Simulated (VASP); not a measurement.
Nb3Si2O:

```
Nb Si O
1.0
     2.88467    0.00000    0.00000
    -1.44233    2.49819    0.00000
     0.00000    0.00000   23.79808
Nb Si O
6 4 2
Cartesian
  1.4423 0.8327 16.2819
  1.4423 0.8327 19.4152
  0.0000 0.0000 11.8990
  0.0000 1.6655 7.5162
  0.0000 1.6655 4.3829
  0.0000 0.0000 0.0000
  0.0000 1.6655 14.0935
  1.4423 0.8327 9.7046
  0.0000 1.6655 21.6037
  1.4423 0.8327 2.1944
  0.0000 0.0000 17.8486
  0.0000 0.0000 5.9495
```

| Property | Result |
| --- | --- |
| Program | VASP 6.6.1 |
| Task | relaxation of cell and atoms |
| Functional | PBE |
| Potentials or basis | VASP PAW PBE potentials, release 64 (Nb_sv, Si, O) |
| Cutoff | 600 eV |
| k mesh | 12 × 12 × 2 |
| Occupations | gaussian, width 0.1 eV |
| Spin | no spin polarisation |

At the start: pressure 0.1 GPa; volume 14.29 Å³/atom.

Question: How do energy, volume and symmetry change on relaxing?

Answer: Over 7 steps the energy falls by 6.3 meV/atom and the volume is 14.30 Å³/atom (+0.1 %); space group P6_3/mmc (No. 194, to 0.1 Å) before and after.

The path:
```tsv
step	energy change (eV)	largest force (eV/Å)	pressure (GPa)	volume (Å³)
1	0.0000	0.1987	0.07	171.50
2	-0.0107	0.0992	-0.07	171.66
3	-0.0355	0.1044	-0.13	171.66
4	-0.0373	0.0488	0.21	171.39
5	-0.0754	0.0285	0.33	171.30
6	-0.0755	0.0216	-0.32	171.90
7	-0.0758	0.0033	-0.02	171.61
```

Final structure:
```yaml
crystal:
  lattice:
    - [2.87808, 0.00000, 0.00000]
    - [-1.43904, 2.49249, 0.00000]
    - [0.00000, 0.00000, 23.92271]
  atoms:
    - { symbol: Nb, position: [0.66667, 0.33333, 0.68473] }
    - { symbol: Nb, position: [0.66667, 0.33333, 0.81527] }
    - { symbol: Nb, position: [0.00000, 0.00000, 0.50000] }
    - { symbol: Nb, position: [0.33333, 0.66667, 0.31527] }
    - { symbol: Nb, position: [0.33333, 0.66667, 0.18473] }
    - { symbol: Nb, position: [0.00000, 0.00000, 0.00000] }
    - { symbol: Si, position: [0.33333, 0.66667, 0.59279] }
    - { symbol: Si, position: [0.66667, 0.33333, 0.40721] }
    - { symbol: Si, position: [0.33333, 0.66667, 0.90721] }
    - { symbol: Si, position: [0.66667, 0.33333, 0.09279] }
    - { symbol: O, position: [0.00000, 0.00000, 0.75000] }
    - { symbol: O, position: [0.00000, 0.00000, 0.25000] }
```
